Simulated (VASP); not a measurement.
Runs of VASP 6.6.1 on Pt. The structure is that of space group Im-3m (No. 229), or close to it. The cells are those of the table. 

```tsv
task	level	cell	k mesh for the DOS	occupations for the DOS	gap on the mesh (eV)	pressure (GPa)
single point	PBE	a = 2.740 Å, angles 109.5°, 1 atom	-	-	none	(a)
single point	revPBE	a = 2.740 Å, angles 109.5°, 1 atom	-	-	none	2.4
single point	PBE	a = 2.285 Å, angles 109.5°, 1 atom	-	-	none	529.1
single point	PBE	a = 2.410 Å, angles 109.5°, 1 atom	-	-	none	252.3
```

Alike in all rows: potentials or basis VASP PAW PBE potentials, release 64 (Pt); no spin polarisation; k mesh 17 × 17 × 17; cutoff (eV) 520; smearing fermi-dirac 0.08 eV.

Fill in the values left out.

(a) -0.5.

Caveats: spin-orbit coupling is left out, which moves the levels of the heavy elements; the PAW data sets were made with another functional, which shifts forces and pressure a little (some runs).

A k mesh can miss the band edges, and the runs leave out spin-orbit coupling on Pt.

A gap of «none» marks levels without a gap at the run's occupations.
